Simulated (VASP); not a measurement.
Crystal: BeS.

```
CELL_PARAMETERS angstrom
3.42947 0.00000 0.00000
1.71473 2.97001 0.00000
1.71473 0.99000 2.80015
ATOMIC_POSITIONS crystal
Be 0.00000 0.00000 0.00000
S 0.25000 0.25000 0.25000
```

| Item | Value |
| --- | --- |
| Program | VASP 6.6.1 |
| Task | relaxation of cell and atoms |
| Functional | BLYP |
| Potentials or basis | VASP PAW PBE potentials, release 64 (Be, S) |
| Cutoff | 600 eV |
| k mesh | 6 × 6 × 6 |
| Occupations | gaussian, width 0.01 eV |
| Spin | no spin polarisation |

At the start: pressure 4.4 GPa; volume 14.26 Å³/atom.

Question: Where does the relaxation end?

Answer: Over 5 steps the energy falls by 9.0 meV/atom and the volume is 14.94 Å³/atom (+4.7 %); space group F-43m (No. 216, to 0.05 Å).

Step by step:
| step | energy change (eV) | largest force (eV/Å) | pressure (GPa) | volume (Å³) |
| --- | --- | --- | --- | --- |
| 1 | 0.0000 | 0.0000 | 4.44 | 28.52 |
| 2 | -0.0172 | 0.0000 | -0.88 | 30.18 |
| 3 | -0.0181 | 0.0000 | 0.02 | 29.87 |
| 4 | -0.0181 | 0.0000 | -0.07 | 29.90 |
| 5 | -0.0181 | 0.0000 | 0.00 | 29.87 |

Final structure:
```
Be S
1.0
     3.48284    0.00000    0.00000
     1.74142    3.01623    0.00000
     1.74142    1.00541    2.84373
Be S
1 1
Direct
  0.00000 0.00000 0.00000
  0.25000 0.25000 0.25000
```

Caveat: the PAW data sets were made with another functional, which shifts forces and pressure a little.
